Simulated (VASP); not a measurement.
# Ti3C2 (P6_3/mmc) in VASP: further runs, part 3 of 3

VASP 6.6.1. The steps go on from the part before.

**6. Single point, PBEsol (biaxial strain in the a-b plane: +4.0 %, then relaxed in part)**

Contents of INCAR:

```
  PREC = Accurate
  ENCUT = 520
  EDIFF = 1E-7
  ISMEAR = 0
  SIGMA = 0.1
  LREAL = False
  LASPH = True
  NELM = 100
  ALGO = Fast
  ISIF = 2
  LWAVE = False
  LCHARG = False
  GGA = PS
  NBANDS = 55
```

Contents of KPOINTS:

```
regular mesh
0
Gamma
  12 12 4
```

Contents of POSCAR:

```
Ti3C2
1.0
    3.1637735320      0.0000000000      0.0000000000
   -1.5818867660      2.7399082505      0.0000000000
    0.0000000000      0.0000000000     14.8287097537
Ti C
6 4
Direct
    0.3333333333      0.6666666667      0.8467167417
    0.6666666667      0.3333333333      0.3467167417
    0.6666666667      0.3333333333      0.1532832583
    0.3333333333      0.6666666667      0.6532832583
    0.0000000000      0.0000000000      0.0000000000
    0.0000000000      0.0000000000      0.5000000000
    0.6666666667      0.3333333333      0.9143287636
    0.3333333333      0.6666666667      0.4143287636
    0.6666666667      0.3333333333      0.5856712364
    0.3333333333      0.6666666667      0.0856712364
```

Potentials or basis: VASP PAW PBE potentials, release 64 (Ti_sv, C).

Started as:

```bash
> cat potpaw_PBE.64/Ti_sv/POTCAR potpaw_PBE.64/C/POTCAR > POTCAR
> mpirun -np 1 vasp_std > vasp.out
```

OUTCAR:

```text
PREC = Accurate
   ENCUT = 520
   EDIFF = 1E-7
   ISMEAR = 0
   LREAL = False
   LASPH = True
   NELM = 100
   ISIF = 2
   GGA = PS

 ion  position               nearest neighbor table
   1  0.333  0.667  0.847-   7 2.08   7 2.08   7 2.08   4 2.87   5 2.92   5 2.92   5 2.92
   2  0.667  0.333  0.347-   8 2.08   8 2.08   8 2.08   3 2.87   6 2.92   6 2.92   6 2.92
   3  0.667  0.333  0.153-  10 2.08  10 2.08  10 2.08   2 2.87   5 2.92   5 2.92   5 2.92
   4  0.333  0.667  0.653-   9 2.08   9 2.08   9 2.08   1 2.87   6 2.92   6 2.92   6 2.92
   5  0.000  0.000  0.000-   7 2.22  10 2.22  10 2.22   7 2.22   7 2.22  10 2.22   1 2.92   3 2.92
                             1 2.92   3 2.92   1 2.92   3 2.92
   6  0.000  0.000  0.500-   8 2.22   9 2.22   8 2.22   9 2.22   9 2.22   8 2.22   2 2.92   4 2.92
                             4 2.92   2 2.92   4 2.92   2 2.92
   7  0.667  0.333  0.914-   1 2.08   1 2.08   1 2.08   5 2.22   5 2.22   5 2.22
   8  0.333  0.667  0.414-   2 2.08   2 2.08   2 2.08   6 2.22   6 2.22   6 2.22
   9  0.667  0.333  0.586-   4 2.08   4 2.08   4 2.08   6 2.22   6 2.22   6 2.22
  10  0.333  0.667  0.086-   3 2.08   3 2.08   3 2.08   5 2.22   5 2.22   5 2.22

  LATTYP: Found a hexagonal cell.
 ALAT       =     3.1637735320
 C/A-ratio  =     4.6870326222

  Lattice vectors:

 A1 = (   3.1637735320,   0.0000000000,   0.0000000000)
 A2 = (  -1.5818867660,   2.7399082505,   0.0000000000)
 A3 = (   0.0000000000,   0.0000000000,  14.8287097537)

Analysis of symmetry for initial positions (statically):
=====================================================================
 Subroutine PRICEL returns:
 Original cell was already a primitive cell.

 Routine SETGRP: Setting up the symmetry group for a
 hexagonal supercell.

 Subroutine GETGRP returns: Found 24 space group operations
 (whereof 12 operations were pure point group operations)
 out of a pool of 24 trial point group operations.

The static configuration has the point symmetry D_3d.
 The point group associated with its full space group is D_6h.

Analysis of symmetry for dynamics (positions and initial velocities):
=====================================================================
 Subroutine PRICEL returns:
 Original cell was already a primitive cell.

 Routine SETGRP: Setting up the symmetry group for a
 hexagonal supercell.

 Subroutine GETGRP returns: Found 24 space group operations
 (whereof 12 operations were pure point group operations)
 out of a pool of 24 trial point group operations.

The dynamic configuration has the point symmetry D_3d.
 The point group associated with its full space group is D_6h.

 Subroutine INISYM returns: Found 24 space group operations
 (whereof 12 operations are pure point group operations),
 and found     1 'primitive' translations

----------------------------------------------------------------------------------------

                                     Primitive cell

  volume of cell :     128.5419

  direct lattice vectors                    reciprocal lattice vectors
     3.163773532  0.000000000  0.000000000     0.316078250  0.182487862  0.000000000
    -1.581886766  2.739908251  0.000000000     0.000000000  0.364975725  0.000000000
     0.000000000  0.000000000 14.828709754     0.000000000  0.000000000  0.067436751

  length of vectors
     3.163773532  3.163773532 14.828709754     0.364975725  0.364975725  0.067436751

[... 80 lines left out ...]
   total plane-waves  NPLWV =  64512
   dimension x,y,z NGX =    24 NGY =   24 NGZ =  112
   dimension x,y,z NGXF=    48 NGYF=   48 NGZF=  224
   ions per type =               6   4
   NGX,Y,Z   is equivalent  to a cutoff of  12.61, 12.61, 12.56 a.u.
   NGXF,Y,Z  is equivalent  to a cutoff of  25.22, 25.22, 25.11 a.u.
 SYSTEM =  unknown system
   PREC   = accura    normal or accurate (medium, high low for compatibility)
   ISTART =      0    job   : 0-new  1-cont  2-samecut
   ICHARG =      2    charge: 1-file 2-atom 10-const
   ISPIN  =      1    spin polarized calculation?
   LNONCOLLINEAR =      F non collinear calculations
   LSORBIT =      F    spin-orbit coupling
   LASPH  =      T    aspherical Exc in radial PAW
   ENCUT  =  520.0 eV  38.22 Ry    6.18 a.u.   5.88  5.88 27.57*2*pi/ulx,y,z
   NELM   =    100;   NELMIN=  2; NELMDL= -5     # of ELM steps
   EDIFF  = 0.1E-06   stopping-criterion for ELM
   LREAL  =      F    real-space projection
   EDIFFG = 0.1E-05   stopping-criterion for IOM
   NSW    =      0    number of steps for IOM
   IBRION =     -1    ionic relax: 0-MD 1-quasi-New 2-CG
   NFREE  =      0    steps in history (QN), initial steepest desc. (CG)
   ISIF   =      2    stress and relaxation
   ISYM   =      2    0-nonsym 1-usesym 2-fastsym
   POTIM  = 0.5000    time-step for ionic-motion
   TEBEG  =    0.0;   TEEND  =   0.0 temperature during run
   PSTRESS=    0.0 pullay stress
   NELECT =      88.0000    total number of electrons
   NUPDOWN=      -1.0000    fix difference up-down
   EMIN   =  10.00;   EMAX   =-10.00  energy-range for DOS
   EFERMI =   0.00;   METHOD = LEGACY
   ISMEAR =     0;   SIGMA  =   0.10  broadening in eV -4-tet -1-fermi 0-gaus
   EFERMI_NEDOS =   21; number of points for ismear=-14 and -15
   IALGO  =     68    algorithm
   IMIX   =      4    mixing-type and parameters
     AMIX     =   0.40;   BMIX     =  1.00
     AMIX_MAG =   1.60;   BMIX_MAG =  1.00
  volume/ion in A,a.u.               =      12.85        86.74
  Fermi-wavevector in a.u.,A,eV,Ry     =   1.442849  2.726589 28.324778  2.081812
  Thomas-Fermi vector in A             =   2.561323
   LORBIT       =      0    0 simple, 1 ext, 2 COOP (PROOUT), +10 PAW based schemes
   GGA     = PS    functional components
   LHFCALC =     F    Hartree Fock is set to
   AEXX    =    0.0000 exact exchange contribution
   IVDW    =     0    specifies the selected vdW correction
   LEPSILON=     F    determine dielectric tensor
   LRPA    =     F    only Hartree local field effects (RPA)
 non-spin polarized calculation
 RMM-DIIS sequential band-by-band and
 Gauss-broadening in eV      SIGMA  =   0.10
  energy-cutoff  :      520.00
  volume of cell :      128.54
 maximum number of plane-waves:      3486
 NGX is ok and might be reduce to    24
   NGX = 11   NGY = 11   NGZ = 55

 number of electron      88.0000030 magnetization

 Free energy of the ion-electron system (eV)
  ---------------------------------------------------
  ext. energy  EPLUGINS =         0.00000000
  ---------------------------------------------------
  free energy    TOTEN  =       -95.75806134 eV

  energy without entropy =      -95.74065393  energy(sigma->0) =      -95.74935764

 E-fermi :   8.0137     XC(G=0): -11.8343

 val. band max:        8.0033244394   @ k =   0.2500   0.2500   0.0000
 cond. band min:       8.0194508117   @ k =   0.0833   0.0833   0.2500
 fundamental gap:      0.0161263723
 Fermi energy:         8.0136730244

 k-point     1 :       0.0000    0.0000    0.0000
  band No.  band energies     occupation
      1     -48.7497      2.00000
      2     -48.7398      2.00000
      3     -48.7265      2.00000
      4     -48.7154      2.00000
      5     -48.5290      2.00000
      6     -48.5277      2.00000
[... 1381 lines left out ...]
     54      10.2131      0.00000
     55      10.8064      0.00000

 [... further k-points ...]

------------------------ aborting loop because EDIFF is reached ----------------------------------------

  FORCE on cell =-STRESS in cart. coord.  units (eV):
  Direction    XX          YY          ZZ          XY          YZ          ZX
  --------------------------------------------------------------------------------------
  -------------------------------------------------------------------------------------
  Total      -12.0253893    -12.0253893      0.1210868      0.0000000      0.0000000      0.0000000
  in kB     -149.8873410   -149.8873410      1.5092553      0.0000000      0.0000000      0.0000000
  external PRESSURE =     -99.4218089 kB  Pullay stress =       0.0000000 kB

 VOLUME and BASIS-vectors are now :
 -----------------------------------------------------------------------------
  energy-cutoff  :      520.00
  volume of cell :      128.54
      direct lattice vectors                 reciprocal lattice vectors
     3.163773532  0.000000000  0.000000000     0.316078250  0.182487862  0.000000000
    -1.581886766  2.739908251  0.000000000     0.000000000  0.364975725  0.000000000
     0.000000000  0.000000000 14.828709754     0.000000000  0.000000000  0.067436751

 POSITION                                       TOTAL-FORCE (eV/Angst)
 -----------------------------------------------------------------------------------
     -0.00000      1.82661     12.55572         0.000000     -0.000000     -0.020562
      1.58189      0.91330      5.14136        -0.000000      0.000000     -0.020562
      1.58189      0.91330      2.27299        -0.000000      0.000000      0.020562
     -0.00000      1.82661      9.68735         0.000000     -0.000000      0.020562
      0.00000      0.00000      0.00000        -0.000000     -0.000000      0.000000
      0.00000      0.00000      7.41435        -0.000000     -0.000000      0.000000
      1.58189      0.91330     13.55832         0.000000     -0.000000      0.001503
     -0.00000      1.82661      6.14396        -0.000000      0.000000      0.001503
      1.58189      0.91330      8.68475         0.000000     -0.000000     -0.001503
     -0.00000      1.82661      1.27039        -0.000000      0.000000     -0.001503
 -----------------------------------------------------------------------------------
    total drift:                               -0.000000      0.000000     -0.000000

  FREE ENERGIE OF THE ION-ELECTRON SYSTEM (eV)
  ---------------------------------------------------
  free  energy   TOTEN  =       -95.7580613439 eV

  energy  without entropy=      -95.7406539274  energy(sigma->0) =      -95.74935764
```

Run time: 41 min. Hardware: 1 thread of Oxide Virtual Turin-like, shared host; peak memory 0.4 GiB.

Results:

```yaml
Free_energy: -95.7581 eV
Pressure: -9.9 GPa
Largest_force: 0.021 eV/Å
Band_gap_on_the_k_mesh: zero (bands 44 and 45 overlap by 0.50 eV)
```

Forces on the atoms (eV/Å):
```
Ti   0.000  0.000 -0.021
Ti   0.000  0.000 -0.021
Ti   0.000  0.000  0.021
Ti   0.000  0.000  0.021
Ti   0.000  0.000  0.000
Ti   0.000  0.000  0.000
C    0.000  0.000  0.002
C    0.000  0.000  0.002
C    0.000  0.000 -0.002
C    0.000  0.000 -0.002
```

Levels at points of the mesh, in eV from the Fermi level:
```csv
k point,band 40,band 41,band 42,band 43,band 44,band 45,band 46,band 47,band 48,band 49
"(0.00, 0.00, 0.00)",-1.92,-1.92,-1.49,0.17,0.17,0.33,0.33,0.66,0.93,1.16
"(0.50, 0.00, 0.00)",-1.94,-1.76,-1.52,-1.01,-0.99,0.26,0.53,1.92,1.95,2.01
"(0.00, 0.00, 0.50)",-1.96,-1.62,-1.62,0.24,0.24,0.24,0.24,0.79,0.79,1.33
"(0.50, 0.00, 0.50)",-2.00,-1.64,-1.64,-1.00,-1.00,0.39,0.39,1.99,1.99,2.09
```

Caveat: the cell differs from its parent crystal (biaxial strain in the a-b plane: +4.0 %, then relaxed in part); the stress differs along the axes, from -15 to 0 GPa; the PAW data sets were made with another functional, which shifts forces and pressure a little.

**7. Overview**

```csv
cell,gap on the mesh (eV),pressure (GPa),largest force (eV/Å)
"a = 2.920, b = 2.920, c = 15.171 Å, angles 90.0, 90.0, 120.0°, 10 atoms, atomic positions A",none,13.5,0.03
"a = 2.920, b = 2.920, c = 15.344 Å, angles 90.0, 90.0, 120.0°, 10 atoms, atomic positions B",none,12.7,0.29
"a = 2.981, b = 2.981, c = 15.069 Å, angles 90.0, 90.0, 120.0°, 10 atoms, atomic positions B",none,6.4,0.02
"a = 3.164, b = 3.164, c = 14.625 Å, angles 90.0, 90.0, 120.0°, 10 atoms, atomic positions C",none,-9.1,0.18
"a = 3.164, b = 3.164, c = 14.829 Å, angles 90.0, 90.0, 120.0°, 10 atoms, atomic positions D",none,-9.9,0.02
```

Alike in all rows: task single point; level PBEsol; potentials or basis VASP PAW PBE potentials, release 64 (Ti_sv, C); no spin polarisation; k mesh 12 × 12 × 4; cutoff (eV) 520; smearing gaussian 0.1 eV.

Caveats: the PAW data sets were made with another functional, which shifts forces and pressure a little; the stress differs along the axes, from 0 to 20 GPa (at least some runs); the stress differs along the axes, from -2 to 20 GPa (at least some runs); the stress differs along the axes, from 0 to 10 GPa (at least some runs); the stress differs along the axes, from -15 to 3 GPa (at least some runs); the stress differs along the axes, from -15 to 0 GPa (at least some runs).

Total energies depend on the potentials used, so only differences within one code and one set of settings carry meaning.

The gap in the log of VASP goes by the Fermi energy; the results here count the filled bands.